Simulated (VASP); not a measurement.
# AgO: single point with PBEsol

AgO:

```
Ag O
1.0
     0.00000    2.32490    2.32490
     2.32490    0.00000    2.32490
     2.32490    2.32490    0.00000
Ag O
1 1
Direct
  0.00000 0.00000 0.00000
  0.25000 0.25000 0.25000
```

```json
{"Program": "VASP 6.6.1", "Task": "single point", "Functional": "PBEsol", "Potentials or basis": "VASP PAW PBE potentials, release 64 (Ag, O)", "Cutoff": "520 eV", "k mesh": "8 × 8 × 8", "Occupations": "methfessel-paxton, width 0.15 eV", "Spin": "no spin polarisation"}
```

```json
{"Pressure": "32.2 GPa"}
```

Levels at points of the mesh, in eV from the Fermi level:
| k point | band 5 | band 6 | band 7 | band 8 | band 9 | band 10 | band 11 | band 12 | band 13 | band 14 |
| --- | --- | --- | --- | --- | --- | --- | --- | --- | --- | --- |
| (0.00, 0.00, 0.00) | -3.68 | -3.68 | 0.00 | 1.05 | 1.05 | 1.05 | 14.53 | 14.53 | 14.53 | 19.18 |
| (0.50, 0.00, 0.00) | -3.44 | -3.44 | -3.14 | -0.08 | -0.08 | 5.57 | 7.15 | 14.54 | 14.54 | 16.86 |
| (0.50, 0.50, 0.00) | -3.94 | -3.22 | -2.10 | -1.68 | -1.68 | 6.18 | 9.77 | 11.88 | 14.25 | 14.25 |

It took 12 s on 1 thread of Intel Xeon 8259CL (shared host), peak memory 0.14 GiB.

Caveat: the PAW data sets were made with another functional, which shifts forces and pressure a little; an odd number of electrons without spin polarisation forces a metal; a magnetic or distorted state may lie lower.
